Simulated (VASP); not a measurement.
Runs of VASP 6.6.1 on KBr. The structure is that of space group P6_3/mmc (No. 194), or close to it. The cells are those of the table. 

| task | level | potentials or basis | cell | k mesh | cutoff (eV) | smearing | gap on the mesh (eV) | pressure (GPa) | relaxed volume (Å³/atom) |
| --- | --- | --- | --- | --- | --- | --- | --- | --- | --- |
| single point | r2SCAN | VASP PAW PBE potentials, release 64 (K_sv, Br) | a = 4.559, b = 4.559, c = 8.020 Å, angles 90.0, 90.0, 120.0°, 4 atoms | 6 × 6 × 4 | 520 | gaussian 0.01 eV | 5.00 | 0.0 | - |
| single point | PBE | VASP PAW PBE potentials, release 64 (K_sv, Br) | a = 4.559, b = 4.559, c = 8.020 Å, angles 90.0, 90.0, 120.0°, 4 atoms | 6 × 6 × 2 | 520 | gaussian 0.01 eV | 4.35 | 0.7 | - |
| single point | LDA | VASP PAW LDA potentials, release 64 (K_sv, Br) | a = 4.559, b = 4.559, c = 8.020 Å, angles 90.0, 90.0, 120.0°, 4 atoms | 6 × 6 × 4 | 520 | gaussian 0.01 eV | 3.96 | -1.6 | - |
| relaxation of cell and atoms | PBE | VASP PAW PBE potentials, release 64 (K_sv, Br) | relaxed from a = 4.583, b = 4.583, c = 7.470 Å, angles 90.0, 90.0, 120.0°, 4 atoms | 6 × 6 × 4 | 600 | fermi-dirac 0.02 eV | 4.24 | 0.0 | 37.89 |
| single point | PBE | VASP PAW PBE potentials, release 64 (K_sv, Br) | a = 4.559, b = 4.559, c = 8.020 Å, angles 90.0, 90.0, 120.0°, 4 atoms | 6 × 6 × 4 | 520 | fermi-dirac 0.02 eV | 4.35 | 0.7 | - |
| relaxation of cell and atoms | r2SCAN | VASP PAW PBE potentials, release 64 (K_sv, Br) | relaxed from a = 4.642, b = 4.642, c = 8.108 Å, angles 90.0, 90.0, 120.0°, 4 atoms | 6 × 6 × 4 | 600 | fermi-dirac 0.02 eV | 4.99 | 0.0 | 36.19 |
| single point | LDA | VASP PAW LDA potentials, release 64 (K_sv, Br) | a = 4.391, b = 4.391, c = 7.763 Å, angles 90.0, 90.0, 120.0°, 4 atoms | 6 × 6 × 4 | 520 | fermi-dirac 0.02 eV | (b) | (a) | - |
| relaxation of cell and atoms | PBEsol | VASP PAW PBE potentials, release 64 (K_sv, Br) | relaxed from a = 4.642, b = 4.642, c = 8.108 Å, angles 90.0, 90.0, 120.0°, 4 atoms | 6 × 6 × 4 | 600 | fermi-dirac 0.02 eV | (c) | 0.0 | 35.34 |

Alike in all rows: no spin polarisation.

Task: Fill in the values left out.

Result: (a) 0.1; (b) 4.23; (c) 4.25.

Caveats: the PAW data sets were made with another functional, which shifts forces and pressure a little (some runs).

A k mesh can miss the band edges, and the runs leave out spin-orbit coupling on Br.
